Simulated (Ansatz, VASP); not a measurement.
**Zn2Ge3 in VASP and in Ansatz**

```xyz
5
Lattice="4.8641 0.0000 0.0000 0.0000 4.8641 0.0000 0.0000 0.0000 4.8641" Properties=species:S:1:pos:R:3 pbc="T T T"
Zn    0.0000    0.0000    0.0000
Zn    2.4321    2.4321    2.4321
Ge    2.4321    0.0000    0.0000
Ge    0.0000    2.4321    0.0000
Ge    0.0000    0.0000    2.4321
```

Alike in both runs: functional PBE; k mesh 8 × 8 × 8; occupations gaussian, width 0.1 eV; no spin polarisation.

Ansatz relaxed the structure, and its values are those at the end. VASP's run is a single point on that final structure, the one shown.

```csv
,VASP,Ansatz
version,VASP 6.6.1,Ansatz 0.2.0
potentials or method,"VASP PAW PBE potentials, release 64 (Zn, Ge_d), cutoff 520 eV","scalar-relativistic, plane waves, PAW"
valence electrons in the cell,66,66
```

|  | VASP | Ansatz | Ansatz less VASP |
| --- | --- | --- | --- |
| gap on the k mesh at the Fermi level (eV) | none | none | - |
| pressure (GPa) | 0.1 | 0.0 | -0.06 |

A gap of «none» marks a metal or a gap that the smearing closes.
